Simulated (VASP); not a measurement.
# Cl (Cmce) in VASP: notebook, part 3 of 3

VASP 6.6.1.

## Step 4: Relaxation of cell and atoms, PBE, target pressure 5 GPa, at which the enthalpy is minimised

This run uses another cell than the first one, of 23.45 Å³/atom.

Input file INCAR:

```
ALGO = Normal
EDIFF = 1E-6
EDIFFG = -0.008
ENCUT = 600
GGA = PE
IBRION = 2
ISIF = 3
ISMEAR = 0
LASPH = T
LCHARG = F
LREAL = F
LWAVE = F
NELM = 80
NSW = 70
PREC = Accurate
PSTRESS = 50.0
SIGMA = 0.02
```

Input file KPOINTS:

```
k-points
0
Gamma
  8 8 4
```

Input file POSCAR:

```
Cl
1.0
    3.1160743865     -1.9325348557      0.0000000000
    3.1160743865      1.9325348557      0.0000000000
    0.0000000000      0.0000000000      7.7869134615
Cl
4
Direct
    0.1285949571      0.8714050429      0.1101165437
    0.6285949571      0.3714050429      0.3898834563
    0.8714050429      0.1285949571      0.8898834563
    0.3714050429      0.6285949571      0.6101165437
```

Potentials or basis: VASP PAW PBE potentials, release 64 (Cl).

Run with:

```
> cat potpaw_PBE.64/Cl/POTCAR > POTCAR
> mpirun -np 1 vasp_std > vasp.out
```

OUTCAR:

```text
EDIFF = 1E-6
   EDIFFG = -0.008
   ENCUT = 600
   GGA = PE
   IBRION = 2
   ISIF = 3
   ISMEAR = 0
   LASPH = T
   LREAL = F
   NELM = 80
   NSW = 70
   PREC = Accurate
   PSTRESS = 50.0

 ion  position               nearest neighbor table
   1  0.129  0.871  0.110-   3 1.98
   2  0.629  0.371  0.390-   4 1.98
   3  0.871  0.129  0.890-   1 1.98
   4  0.371  0.629  0.610-   2 1.98

  LATTYP: Found a base centered orthorhombic cell.
 ALAT       =     3.8650697114
 B/A-ratio  =     1.6124285558
 C/A-ratio  =     2.0146890077

  Lattice vectors:

 A1 = (  -3.1160743865,  -1.9325348557,   0.0000000000)
 A2 = (   3.1160743865,  -1.9325348557,   0.0000000000)
 A3 = (   0.0000000000,   0.0000000000,   7.7869134615)

Analysis of symmetry for initial positions (statically):
=====================================================================
 Subroutine PRICEL returns:
 Original cell was already a primitive cell.

 Routine SETGRP: Setting up the symmetry group for a
 base centered orthorhombic supercell.

 Subroutine GETGRP returns: Found  8 space group operations
 (whereof  4 operations were pure point group operations)
 out of a pool of  8 trial point group operations.

The static configuration has the point symmetry C_2h.
 The point group associated with its full space group is D_2h.

Analysis of symmetry for dynamics (positions and initial velocities):
=====================================================================
 Subroutine PRICEL returns:
 Original cell was already a primitive cell.

 Routine SETGRP: Setting up the symmetry group for a
 base centered orthorhombic supercell.

 Subroutine GETGRP returns: Found  8 space group operations
 (whereof  4 operations were pure point group operations)
 out of a pool of  8 trial point group operations.

The dynamic configuration has the point symmetry C_2h.
 The point group associated with its full space group is D_2h.

 Subroutine INISYM returns: Found  8 space group operations
 (whereof  4 operations are pure point group operations),
 and found     1 'primitive' translations

----------------------------------------------------------------------------------------

                                     Primitive cell

  volume of cell :      93.7844

  direct lattice vectors                    reciprocal lattice vectors
     3.116074386 -1.932534856  0.000000000     0.160458300 -0.258727546  0.000000000
     3.116074386  1.932534856  0.000000000     0.160458300  0.258727546  0.000000000
     0.000000000  0.000000000  7.786913462     0.000000000  0.000000000  0.128420587

  length of vectors
     3.666689317  3.666689317  7.786913462     0.304445084  0.304445084  0.128420587

  position of ions in fractional coordinates (direct lattice)
     0.128594957  0.871405043  0.110116544
     0.628594957  0.371405043  0.389883456
     0.871405043  0.128594957  0.889883456
     0.371405043  0.628594957  0.610116544

  ion indices of the primitive-cell ions
   primitive index   ion index
                 1           1
[... 61 lines left out ...]
   dimension x,y,z NGXF=    60 NGYF=   60 NGZF=  128
   ions per type =               4
   NGX,Y,Z   is equivalent  to a cutoff of  13.60, 13.60, 13.66 a.u.
   NGXF,Y,Z  is equivalent  to a cutoff of  27.20, 27.20, 27.33 a.u.
 SYSTEM =  unknown system
   PREC   = accura    normal or accurate (medium, high low for compatibility)
   ISTART =      0    job   : 0-new  1-cont  2-samecut
   ICHARG =      2    charge: 1-file 2-atom 10-const
   ISPIN  =      1    spin polarized calculation?
   LNONCOLLINEAR =      F non collinear calculations
   LSORBIT =      F    spin-orbit coupling
   LASPH  =      T    aspherical Exc in radial PAW
   ENCUT  =  600.0 eV  44.10 Ry    6.64 a.u.   7.32  7.32 15.55*2*pi/ulx,y,z
   NELM   =     80;   NELMIN=  2; NELMDL= -5     # of ELM steps
   EDIFF  = 0.1E-05   stopping-criterion for ELM
   LREAL  =      F    real-space projection
   EDIFFG = -.8E-02   stopping-criterion for IOM
   NSW    =     70    number of steps for IOM
   IBRION =      2    ionic relax: 0-MD 1-quasi-New 2-CG
   NFREE  =      1    steps in history (QN), initial steepest desc. (CG)
   ISIF   =      3    stress and relaxation
   ISYM   =      2    0-nonsym 1-usesym 2-fastsym
   POTIM  = 0.5000    time-step for ionic-motion
   TEBEG  =    0.0;   TEEND  =   0.0 temperature during run
   PSTRESS=   50.0 pullay stress
   NELECT =      28.0000    total number of electrons
   NUPDOWN=      -1.0000    fix difference up-down
   EMIN   =  10.00;   EMAX   =-10.00  energy-range for DOS
   EFERMI =   0.00;   METHOD = LEGACY
   ISMEAR =     0;   SIGMA  =   0.02  broadening in eV -4-tet -1-fermi 0-gaus
   EFERMI_NEDOS =   21; number of points for ismear=-14 and -15
   IALGO  =     38    algorithm
   IMIX   =      4    mixing-type and parameters
     AMIX     =   0.40;   BMIX     =  1.00
     AMIX_MAG =   1.60;   BMIX_MAG =  1.00
  volume/ion in A,a.u.               =      23.45       158.22
  Fermi-wavevector in a.u.,A,eV,Ry     =   1.094168  2.067678 16.288944  1.197204
  Thomas-Fermi vector in A             =   2.230468
   LORBIT       =      0    0 simple, 1 ext, 2 COOP (PROOUT), +10 PAW based schemes
   GGA     = PE    functional components
   LHFCALC =     F    Hartree Fock is set to
   AEXX    =    0.0000 exact exchange contribution
   IVDW    =     0    specifies the selected vdW correction
   LEPSILON=     F    determine dielectric tensor
   LRPA    =     F    only Hartree local field effects (RPA)
 conjugate gradient relaxation of ions
 non-spin polarized calculation
 Gauss-broadening in eV      SIGMA  =   0.02
  energy-cutoff  :      600.00
  volume of cell :       93.78
 maximum number of plane-waves:      3160
 NGX is ok and might be reduce to    30
   NGX = 15   NGY = 15   NGZ = 31

--------------------------------------- Ionic step        1  -------------------------------------------

 number of electron      28.0000000 magnetization

 Free energy of the ion-electron system (eV)
  ---------------------------------------------------
  ext. energy  EPLUGINS =         0.00000000
  ---------------------------------------------------
  free energy    TOTEN  =        -7.06999396 eV

  energy without entropy =       -7.06999396  energy(sigma->0) =       -7.06999396

------------------------ aborting loop because EDIFF is reached ----------------------------------------

  FORCE on cell =-STRESS in cart. coord.  units (eV):
  Direction    XX          YY          ZZ          XY          YZ          ZX
  --------------------------------------------------------------------------------------
  -------------------------------------------------------------------------------------
  Total        1.7094253      2.9822109      4.7016218      0.0000000      0.0000000      0.0000000
  in kB       29.2031838     50.9469800     80.3207548      0.0000000      0.0000000      0.0000000
  external PRESSURE =       3.4903062 kB  Pullay stress =      50.0000000 kB
[... 103 lines left out ...]
  energy  without entropy=       -7.1103036854  energy(sigma->0) =       -7.11030369

  enthalpy is  TOTEN    =        -4.1737990266 eV   P V=        2.9365046588

[... ionic steps 4 to 18 ...]

--------------------------------------- Ionic step       19  -------------------------------------------

 number of electron      28.0000002 magnetization

------------------------ aborting loop because EDIFF is reached ----------------------------------------
[... 75 lines left out ...]
--------------------------------------- Ionic step       21  -------------------------------------------

 number of electron      28.0000002 magnetization

 Free energy of the ion-electron system (eV)
  ---------------------------------------------------
  ext. energy  EPLUGINS =         0.00000000
  ---------------------------------------------------
  free energy    TOTEN  =        -6.96476644 eV

  energy without entropy =       -6.96476644  energy(sigma->0) =       -6.96476644

 E-fermi :   1.8905     XC(G=0):  -9.0672

 val. band max:        1.8010871528   @ k =   0.0000   0.0000   0.0000
 cond. band min:       4.0031788253   @ k =   0.5000   0.5000   0.0000
 fundamental gap:      2.2020916725
 Fermi energy:         1.8904763609

 k-point     1 :       0.0000    0.0000    0.0000
  band No.  band energies     occupation
      1     -15.4736      2.00000
      2     -14.8891      2.00000
      3     -11.8436      2.00000
      4     -10.3050      2.00000
      5      -4.4345      2.00000
      6      -2.4619      2.00000
[... 481 lines left out ...]
      5      -4.2191      2.00000
      6      -3.2262      2.00000
[... 10 lines left out ...]
     17      10.2039      0.00000
     18      10.2689      0.00000

 [... further k-points ...]

------------------------ aborting loop because EDIFF is reached ----------------------------------------

  FORCE on cell =-STRESS in cart. coord.  units (eV):
  Direction    XX          YY          ZZ          XY          YZ          ZX
  --------------------------------------------------------------------------------------
  -------------------------------------------------------------------------------------
  Total        2.7383149      2.7409131      2.7394793      0.0000000      0.0000000      0.0000000
  in kB       49.6534307     49.7005435     49.6745453      0.0000000      0.0000000      0.0000000
  external PRESSURE =      -0.3238269 kB  Pullay stress =      50.0000000 kB
[... 23 lines left out ...]
  energy  without entropy=       -6.9647664415  energy(sigma->0) =       -6.96476644

  enthalpy is  TOTEN    =        -4.2073387901 eV   P V=        2.7574276514

 reached required accuracy - stopping structural energy minimisation
```

OSZICAR:

```text
N       E                     dE             d eps       ncg     rms          rms(c)
DAV:   1     0.202768224677E+03    0.20277E+03   -0.13894E+04  2268   0.151E+03
DAV:   2     0.524150765565E+01   -0.19753E+03   -0.19424E+03  3348   0.252E+02
DAV:   3    -0.731455312289E+01   -0.12556E+02   -0.12526E+02  2828   0.759E+01
DAV:   4    -0.745762685218E+01   -0.14307E+00   -0.14299E+00  2818   0.935E+00
[... 149 lines left out ...]
DAV:   1    -0.696477407430E+01   -0.69249E-03   -0.29569E-03  2276   0.340E-01    0.814E-02
DAV:   2    -0.696477463808E+01   -0.56379E-06   -0.15504E-04  2584   0.906E-02    0.205E-02
DAV:   3    -0.696476851637E+01    0.61217E-05   -0.50187E-06  2484   0.173E-02    0.115E-02
DAV:   4    -0.696476667566E+01    0.18407E-05   -0.35761E-06  1790   0.128E-02    0.439E-03
DAV:   5    -0.696476644150E+01    0.23415E-06   -0.33984E-07  1202   0.472E-03
  21 F= -.42073388E+01 E0= -.42073388E+01  d E =-.110126E-04
```

CONTCAR:

```text
Cl
   1.00000000000000
     2.9704251799240744   -1.9049809842764309    0.0000000000000000
     2.9704251799240744    1.9049809842764309   -0.0000000000000000
     0.0000000000000000    0.0000000000000000    7.8073823081406317
  Cl
     4
Direct
     0.1355822942388963    0.8644177057611038    0.1115965632265893
     0.6355822942388962    0.3644177057611035    0.3884034367734106
     0.8644177057611038    0.1355822942388963    0.8884034367734105
     0.3644177057611035    0.6355822942388962    0.6115965632265895

  0.00000000E+00  0.00000000E+00  0.00000000E+00
  0.00000000E+00  0.00000000E+00  0.00000000E+00
  0.00000000E+00  0.00000000E+00  0.00000000E+00
  0.00000000E+00  0.00000000E+00  0.00000000E+00
```

Wall time 8.6 min (1 thread of Intel Xeon 6975P-C (Granite Rapids), shared host); peak memory 0.27 GiB.

Results:

- Free energy: -6.9648 eV
- Relaxed volume: 22.09 Å³/atom
- Relaxed cell: a = 3.529 Å, b = 3.529 Å, c = 7.807 Å, α = 90.00°, β = 90.00°, γ = 65.35°
- Space group after relaxing (to 0.1 Å): Cmce (No. 64)
- Energy change on relaxing (the run minimises the enthalpy): +26.3 meV/atom
- Ionic steps: 21
- Pressure after relaxing: 5.0 GPa
- Largest force after relaxing: 0.006 eV/Å
- Band gap on the k mesh: 2.20 eV (least direct gap 2.23 eV)

Forces in eV/Å, atoms in the order of the input:
```
Cl   0.000  0.002 -0.005
Cl   0.000  0.002  0.005
Cl   0.000 -0.002  0.005
Cl   0.000 -0.002 -0.005
```

Step by step:
```csv
step,energy change (eV),largest force (eV/Å),pressure (GPa),volume (Å³)
1,0.0000,0.6543,5.35,93.78
2,-0.0143,0.6136,1.72,94.45
3,-0.0403,0.0447,3.51,94.10
4,0.0170,0.0534,4.11,91.60
5,0.0961,0.0657,4.92,88.72
6,0.1106,0.0672,5.06,88.25
7,0.1096,0.0416,5.04,88.25
8,0.1090,0.0105,5.02,88.24
9,0.1090,0.0041,5.02,88.24
10,0.1090,0.0039,5.01,88.24
11,0.1091,0.0039,5.02,88.24
12,0.1076,0.0016,4.99,88.29
13,0.1037,0.0057,4.94,88.41
14,0.1039,0.0015,4.95,88.40
15,0.1044,0.0105,4.99,88.39
16,0.1044,0.0118,4.99,88.38
17,0.1046,0.0144,5.00,88.38
18,0.1048,0.0141,5.01,88.37
19,0.1052,0.0133,5.02,88.36
20,0.1059,0.0111,5.02,88.34
21,0.1052,0.0056,4.97,88.36
```

Final structure:
```cif
data_structure
_symmetry_space_group_name_H-M 'P 1'
_symmetry_Int_Tables_number 1
_cell_length_a 3.5288
_cell_length_b 3.5288
_cell_length_c 7.8074
_cell_angle_alpha 90.000
_cell_angle_beta 90.000
_cell_angle_gamma 65.345
_cell_volume 88.36
loop_
_atom_site_label
_atom_site_type_symbol
_atom_site_fract_x
_atom_site_fract_y
_atom_site_fract_z
_atom_site_occupancy
Cl1 Cl 0.13558 0.86442 0.11160 1
Cl2 Cl 0.63558 0.36442 0.38840 1
Cl3 Cl 0.86442 0.13558 0.88840 1
Cl4 Cl 0.36442 0.63558 0.61160 1
```

Caveat: the cell is relaxed towards a set pressure, so the run minimises the enthalpy, not the energy; this functional lacks dispersion, which holds the molecules together, so the pressure and a relaxed volume are unreliable. A k mesh can miss the band edges.

## Step 5: Summary

```tsv
task	cell	k mesh	cutoff (eV)	gap on the mesh (eV)	pressure (GPa)	largest force (eV/Å)
single point	a = 4.496, b = 4.496, c = 8.346 Å, angles 90.0, 90.0, 57.0°, 4 atoms, atomic positions A	8 × 8 × 4	520	2.34	-0.3	0.18
relaxation of cell and atoms	relaxed to 40 GPa from a = 3.074, b = 3.074, c = 7.234 Å, angles 90.0, 90.0, 66.3°, 4 atoms, atomic positions B	10 × 10 × 4	600	1.52	40.0	-
relaxation of cell and atoms	relaxed to 5 GPa from a = 3.667, b = 3.667, c = 7.787 Å, angles 90.0, 90.0, 63.6°, 4 atoms, atomic positions C	8 × 8 × 4	600	2.20	5.0	0.01
```

Alike in all rows: level PBE; potentials or basis VASP PAW PBE potentials, release 64 (Cl); no spin polarisation; smearing gaussian 0.02 eV.

Caveats: this functional lacks dispersion, which holds the molecules together, so the pressure and a relaxed volume are unreliable; the cell is relaxed towards a set pressure, so the run minimises the enthalpy, not the energy (at least some runs).

Absolute energies hang on the potentials; compare differences alone.
